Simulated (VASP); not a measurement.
Wanted: the native input for a VASP 6.6.1 run.

```yaml
Task: single point
Functional: PBEsol
Potentials_or_basis: VASP PAW PBE potentials, release 64 (Cu)
Cutoff: 600 eV
k_mesh: 15 × 15 × 15
Occupations: fermi-dirac, width 0.05 eV
Spin: no spin polarisation
Dipole_correction: no
Further_INCAR_settings: ALGO = Normal; EDIFF = 1e-06; NBANDS = 18
```

The structure of Cu lies in POSCAR:

```
Cu
1.0
    0.0000000000      2.5199005085      2.5199005085
    2.5199005085      0.0000000000      2.5199005085
    2.5199005085      2.5199005085      0.0000000000
Cu
2
Direct
    1.0000000000      1.0000000000      1.0000000000
    0.2500000000      0.2500000000      0.2500000000
```

This isn't the form of Cu at room conditions, which is fcc.

The input as run:

INCAR

```
SYSTEM = Cu
ALGO = Normal
EDIFF = 1E-6
ENCUT = 600
GGA = PS
GGA_COMPAT = .False.
ISIF = 2
ISMEAR = -1
LASPH = .True.
LCHARG = .False.
LREAL = .False.
LWAVE = .False.
NBANDS = 18
NELM = 120
PREC = Accurate
SIGMA = 0.05
```

KPOINTS

```
k-points
0
Gamma
  15 15 15
  0 0 0
```

Potentials or basis: VASP PAW PBE potentials, release 64 (Cu).

Run with:

```bash
$ cat potpaw_PBE.64/Cu/POTCAR > POTCAR
$ mpirun -np 1 vasp_std > vasp.out
```

Results of the run:

- Pressure: 10.2 GPa
- Band gap on the k mesh: zero (bands 11 and 12 overlap by 0.84 eV)

Caveat: the cell stands under pressure; the PAW data sets were made with another functional, which shifts forces and pressure a little.

Run time: 62 s on 1 thread of Intel(R) Xeon(R) Platinum 8259CL CPU @ 2.50GHz (Skylake/Cascade Lake), on a shared host, peak memory 0.2 GiB.
